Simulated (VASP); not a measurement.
# As2H in VASP: further runs

As2H is run at these levels: PBE; tasks: single point.

Program: VASP 6.6.1. These are calculated values, not measurements. Logs are shortened: lines on timing, memory, paths and dates and some standing lists are left out, and cuts for length are marked.

**1. The cell of the first run**

The cell holds an amorphous packing of atoms, 6 atoms: a = 4.003 Å, b = 5.147 Å, c = 4.410 Å, α = 82.00°, β = 94.55°, γ = 74.42°.

**2. Single point, PBE**

Contents of INCAR:

```
  ALGO = Normal
  EDIFF = 1E-6
  ENCUT = 400
  GGA = PE
  GGA_COMPAT = F
  ISIF = 2
  ISMEAR = 1
  LASPH = T
  LCHARG = F
  LREAL = F
  LWAVE = F
  NBANDS = 20
  NELM = 120
  PREC = Accurate
  SIGMA = 0.15
```

Contents of KPOINTS:

```
k-points
0
Gamma
  4 3 3
```

Contents of POSCAR:

```
As2H
1.0
    3.8920280000      0.3733410000     -0.8584580000
    0.9437680000      5.0601080000      0.0316000000
    0.5515500000      0.4944070000      4.3469610000
As H
4 2
Direct
    0.9553817068      0.5914161032      0.9420851304
    0.2826562375      0.3192900577      0.5281593146
    0.3912659193      0.9438591735      0.0156268733
    0.8980538093      0.9673542294      0.4522626459
    0.6299081133      0.5472736038      0.6469162740
    0.4544406367      0.5526905516      0.6844559173
```

Potentials or basis: VASP PAW PBE potentials, release 64 (As, H).

Run with:

```sh
cat potpaw_PBE.64/As/POTCAR potpaw_PBE.64/H/POTCAR > POTCAR
mpirun -np 1 vasp_std > vasp.out
```

OUTCAR:

```text
EDIFF = 1E-6
   ENCUT = 400
   GGA = PE
   ISIF = 2
   ISMEAR = 1
   LASPH = T
   LREAL = F
   NELM = 120
   PREC = Accurate

 ion  position               nearest neighbor table
   1  0.955  0.591  0.942-   5 1.85   3 2.56   4 2.64   2 2.67   2 2.80   3 2.87
   2  0.283  0.319  0.528-   6 1.73   3 2.61   1 2.67   4 2.71   4 2.71   1 2.80
   3  0.391  0.944  0.016-   1 2.56   2 2.61   4 2.72   4 2.86   1 2.87
   4  0.898  0.967  0.452-   1 2.64   2 2.71   2 2.71   3 2.72   3 2.86
   5  0.630  0.547  0.647-   6 0.73   1 1.85
   6  0.454  0.553  0.684-   5 0.73   2 1.73

  LATTYP: Found a triclinic cell.
 ALAT       =     4.4096162667
 B/A-ratio  =     1.4029025656
 C/A-ratio  =     1.9841907753
 COS(alpha) =     0.0193058084
 COS(beta)  =     0.5495801334
 COS(gamma) =     0.7641459350

  Lattice vectors:

 A1 = (  -0.5515500000,  -0.4944070000,  -4.3469610000)
 A2 = (   3.3404780000,  -0.1210660000,  -5.2054190000)
 A3 = (  -5.3873460000,  -5.9278560000,  -3.5201030000)

Analysis of symmetry for initial positions (statically):
=====================================================================
 Subroutine PRICEL returns:
 Original cell was already a primitive cell.

 Routine SETGRP: Setting up the symmetry group for a
 triclinic supercell.

 Subroutine GETGRP returns: Found  1 space group operations
 (whereof  1 operations were pure point group operations)
 out of a pool of  2 trial point group operations.

The static configuration has the point symmetry C_1 .

Analysis of symmetry for dynamics (positions and initial velocities):
=====================================================================
 Subroutine PRICEL returns:
 Original cell was already a primitive cell.

 Routine SETGRP: Setting up the symmetry group for a
 triclinic supercell.

 Subroutine GETGRP returns: Found  1 space group operations
 (whereof  1 operations were pure point group operations)
 out of a pool of  2 trial point group operations.

The dynamic configuration has the point symmetry C_1 .

 Subroutine INISYM returns: Found  1 space group operations
 (whereof  1 operations are pure point group operations),
 and found     1 'primitive' translations

----------------------------------------------------------------------------------------

                                     Primitive cell

  volume of cell :      86.0188

  direct lattice vectors                    reciprocal lattice vectors
     3.892028000  0.373341000 -0.858458000     0.255531050 -0.047490720 -0.027020810
     0.943768000  5.060108000  0.031600000    -0.023800924  0.202188135 -0.019976215
     0.551550000  0.494407000  4.346961000     0.050636475 -0.010848483  0.224854794

  length of vectors
     4.003025805  5.147464383  4.409616267     0.261307501  0.204561910  0.230741024

  position of ions in fractional coordinates (direct lattice)
     0.955381707  0.591416103  0.942085130
     0.282656237  0.319290058  0.528159315
     0.391265919  0.943859174  0.015626873
     0.898053809  0.967354229  0.452262646
     0.629908113  0.547273604  0.646916274
     0.454440637  0.552690552  0.684455917

  ion indices of the primitive-cell ions
   primitive index   ion index
                 1           1
                 2           2
                 3           3
                 4           4
                 5           5
                 6           6

----------------------------------------------------------------------------------------

 KPOINTS: k-points

Automatic generation of k-mesh.
 Grid dimensions read from file:
 generate k-points for:    4    3    3

 Generating k-lattice:

  Cartesian coordinates                     Fractional coordinates (reciprocal lattice)
     0.063882763 -0.011872680 -0.006755202     0.250000000  0.000000000  0.000000000
    -0.007933641  0.067396045 -0.006658738     0.000000000  0.333333333 -0.000000000
     0.016878825 -0.003616161  0.074951598     0.000000000 -0.000000000  0.333333333

  Length of vectors
     0.065326875  0.068187303  0.076913675

  Shift w.r.t. Gamma in fractional coordinates (k-lattice)
     0.000000000  0.000000000  0.000000000

 Subroutine IBZKPT returns following result:
 ===========================================

 Found     19 irreducible k-points:

 Following reciprocal coordinates:
            Coordinates               Weight
  0.000000  0.000000  0.000000      1.000000
  0.250000 -0.000000  0.000000      2.000000
  0.500000 -0.000000  0.000000      1.000000
  0.000000  0.333333  0.000000      2.000000
  0.250000  0.333333  0.000000      2.000000
  0.500000  0.333333  0.000000      2.000000
[... 11 lines left out ...]
  0.500000 -0.333333  0.333333      2.000000
 -0.250000 -0.333333  0.333333      2.000000
   k-points           NKPTS =     19   k-points in BZ     NKDIM =     19   number of bands    NBANDS=     20
   number of dos      NEDOS =    301   number of ions     NIONS =      6
   total plane-waves  NPLWV =  30240
   dimension x,y,z NGX =    28 NGY =   36 NGZ =   30
   dimension x,y,z NGXF=    56 NGYF=   72 NGZF=   60
   ions per type =               4   2
   NGX,Y,Z   is equivalent  to a cutoff of  11.63, 11.63, 11.31 a.u.
   NGXF,Y,Z  is equivalent  to a cutoff of  23.26, 23.25, 22.62 a.u.
 SYSTEM =  unknown system
   PREC   = accura    normal or accurate (medium, high low for compatibility)
   ISTART =      0    job   : 0-new  1-cont  2-samecut
   ICHARG =      2    charge: 1-file 2-atom 10-const
   ISPIN  =      1    spin polarized calculation?
   LNONCOLLINEAR =      F non collinear calculations
   LSORBIT =      F    spin-orbit coupling
   LASPH  =      T    aspherical Exc in radial PAW
   ENCUT  =  400.0 eV  29.40 Ry    5.42 a.u.   6.53  8.39  7.19*2*pi/ulx,y,z
   NELM   =    120;   NELMIN=  2; NELMDL= -5     # of ELM steps
   EDIFF  = 0.1E-05   stopping-criterion for ELM
   LREAL  =      F    real-space projection
   EDIFFG = 0.1E-04   stopping-criterion for IOM
   NSW    =      0    number of steps for IOM
   IBRION =     -1    ionic relax: 0-MD 1-quasi-New 2-CG
   NFREE  =      0    steps in history (QN), initial steepest desc. (CG)
   ISIF   =      2    stress and relaxation
   ISYM   =      2    0-nonsym 1-usesym 2-fastsym
   POTIM  = 0.5000    time-step for ionic-motion
   TEBEG  =    0.0;   TEEND  =   0.0 temperature during run
   PSTRESS=    0.0 pullay stress
   NELECT =      22.0000    total number of electrons
   NUPDOWN=      -1.0000    fix difference up-down
   EMIN   =  10.00;   EMAX   =-10.00  energy-range for DOS
   EFERMI =   0.00;   METHOD = LEGACY
   ISMEAR =     1;   SIGMA  =   0.15  broadening in eV -4-tet -1-fermi 0-gaus
   EFERMI_NEDOS =   21; number of points for ismear=-14 and -15
   IALGO  =     38    algorithm
   IMIX   =      4    mixing-type and parameters
     AMIX     =   0.40;   BMIX     =  1.00
     AMIX_MAG =   1.60;   BMIX_MAG =  1.00
  volume/ion in A,a.u.               =      14.34        96.75
  Fermi-wavevector in a.u.,A,eV,Ry     =   1.039165  1.963738 14.692449  1.079865
  Thomas-Fermi vector in A             =   2.173683
   LORBIT       =      0    0 simple, 1 ext, 2 COOP (PROOUT), +10 PAW based schemes
   GGA     = PE    functional components
   LHFCALC =     F    Hartree Fock is set to
   AEXX    =    0.0000 exact exchange contribution
   IVDW    =     0    specifies the selected vdW correction
   LEPSILON=     F    determine dielectric tensor
   LRPA    =     F    only Hartree local field effects (RPA)
 non-spin polarized calculation
 Methfessel and Paxton  Order N= 1 SIGMA  =   0.15
  energy-cutoff  :      400.00
  volume of cell :       86.02
 maximum number of plane-waves:      1575
 NGX is ok and might be reduce to    28
   NGX = 13   NGY = 17   NGZ = 15

 number of electron      22.0000003 magnetization

 Free energy of the ion-electron system (eV)
  ---------------------------------------------------
  ext. energy  EPLUGINS =         0.00000000
  ---------------------------------------------------
  free energy    TOTEN  =       -21.87766250 eV

  energy without entropy =      -21.87200851  energy(sigma->0) =      -21.87577784

 E-fermi :   5.8355     XC(G=0): -10.3247

 val. band max:        5.8085151575   @ k =   0.2500  -0.0000   0.0000
 cond. band min:       5.8414321495   @ k =   0.0000   0.3333   0.0000
 fundamental gap:      0.0329169920
 Fermi energy:         5.8355489143

 k-point     1 :       0.0000    0.0000    0.0000
  band No.  band energies     occupation
      1      -9.7820      2.00000
      2      -5.3967      2.00000
      3      -4.5124      2.00000
      4      -2.7391      2.00000
      5      -1.8431      2.00000
      6       0.3039      2.00000
[... 12 lines left out ...]
     19      12.8045      0.00000
     20      13.3643      0.00000

 k-point     2 :       0.2500   -0.0000    0.0000
  band No.  band energies     occupation
      1      -9.2180      2.00000
      2      -5.3842      2.00000
      3      -4.9444      2.00000
      4      -3.7561      2.00000
      5      -2.1047      2.00000
      6       0.6235      2.00000
[... 12 lines left out ...]
     19      12.0196      0.00000
     20      13.4681      0.00000

 k-point     3 :       0.5000   -0.0000    0.0000
  band No.  band energies     occupation
      1      -7.8319      2.00000
      2      -7.2581      2.00000
      3      -4.4943      2.00000
      4      -4.3440      2.00000
      5      -2.1037      2.00000
      6       0.7664      2.00000
[... 12 lines left out ...]
     19      13.3609      0.00000
     20      14.5651      0.00000

 k-point     4 :       0.0000    0.3333    0.0000
  band No.  band energies     occupation
      1      -9.1934      2.00000
      2      -7.4064      2.00000
      3      -3.3924      2.00000
      4      -2.5768      2.00000
      5      -1.9342      2.00000
      6       0.8651      2.00000
[... 314 lines left out ...]
 k-point    18 :       0.5000   -0.3333    0.3333
  band No.  band energies     occupation
      1      -7.3245      2.00000
      2      -6.1363      2.00000
      3      -5.5641      2.00000
      4      -4.4670      2.00000
      5      -3.5132      2.00000
      6      -0.6320      2.00000
[... 12 lines left out ...]
     19      13.5596      0.00000
     20      14.5732      0.00000

 k-point    19 :      -0.2500   -0.3333    0.3333
  band No.  band energies     occupation
      1      -8.3388      2.00000
      2      -6.2465      2.00000
      3      -5.7230      2.00000
      4      -3.1858      2.00000
      5      -2.5003      2.00000
      6       0.3527      2.00000
[... 12 lines left out ...]
     19      13.5390      0.00000
     20      14.4198      0.00000

------------------------ aborting loop because EDIFF is reached ----------------------------------------

  FORCE on cell =-STRESS in cart. coord.  units (eV):
  Direction    XX          YY          ZZ          XY          YZ          ZX
  --------------------------------------------------------------------------------------
  -------------------------------------------------------------------------------------
  Total        9.0033069      7.1276739      6.1106450      0.9279366      2.2531947     -0.1580242
  in kB      167.6947113    132.7593536    113.8162731     17.2836567     41.9677825     -2.9433428
  external PRESSURE =     138.0901127 kB  Pullay stress =       0.0000000 kB

 VOLUME and BASIS-vectors are now :
 -----------------------------------------------------------------------------
  energy-cutoff  :      400.00
  volume of cell :       86.02
      direct lattice vectors                 reciprocal lattice vectors
     3.892028000  0.373341000 -0.858458000     0.255531050 -0.047490720 -0.027020810
     0.943768000  5.060108000  0.031600000    -0.023800924  0.202188135 -0.019976215
     0.551550000  0.494407000  4.346961000     0.050636475 -0.010848483  0.224854794

 POSITION                                       TOTAL-FORCE (eV/Angst)
 -----------------------------------------------------------------------------------
      4.79614      3.81509      3.29374         0.583912      0.577896      0.508249
      1.69275      1.98229      2.06333        -0.852248     -1.908462     -0.607261
      2.42222      4.92983     -0.23813        -0.029554     -0.048355      0.577674
      4.65765      5.45380      1.22560        -0.367824      0.842828     -0.185707
      3.32493      3.32427      2.28866         2.900092      0.149221     -1.466141
      2.66782      3.30474      2.60265        -2.234378      0.386871      1.173186
 -----------------------------------------------------------------------------------
    total drift:                                0.000233      0.000349     -0.000007

  FREE ENERGIE OF THE ION-ELECTRON SYSTEM (eV)
  ---------------------------------------------------
  free  energy   TOTEN  =       -21.8776624974 eV

  energy  without entropy=      -21.8720085149  energy(sigma->0) =      -21.87577784
```

Wall time 15 s (1 thread of Intel Xeon 6975P-C (Granite Rapids), shared host); peak memory 0.18 GiB.

What came out:

- Free energy: -21.8777 eV
- Pressure: 13.8 GPa
- Largest force: 3.253 eV/Å
- Band gap on the k mesh: zero (band 11 reaches 6.98 eV, above the bottom of band 12 at 5.11 eV)

Forces in eV/Å, atoms in the order of the input:
```
As   0.584  0.578  0.508
As  -0.852 -1.908 -0.607
As  -0.030 -0.048  0.578
As  -0.368  0.843 -0.186
H    2.900  0.149 -1.466
H   -2.234  0.387  1.173
```

Levels at points of the mesh, in eV from the Fermi level:
```csv
k point,band 8,band 9,band 10,band 11,band 12,band 13,band 14,band 15
"(0.00, 0.00, 0.00)",-3.71,-2.82,-1.81,-0.08,1.30,1.56,1.90,2.26
"(0.50, 0.00, 0.00)",-3.37,-2.47,-2.01,-0.98,-0.73,0.58,1.50,2.10
```

Caveat: the k points lie up to 0.48 Å⁻¹ apart.

(Continued in part 2 of 2.)
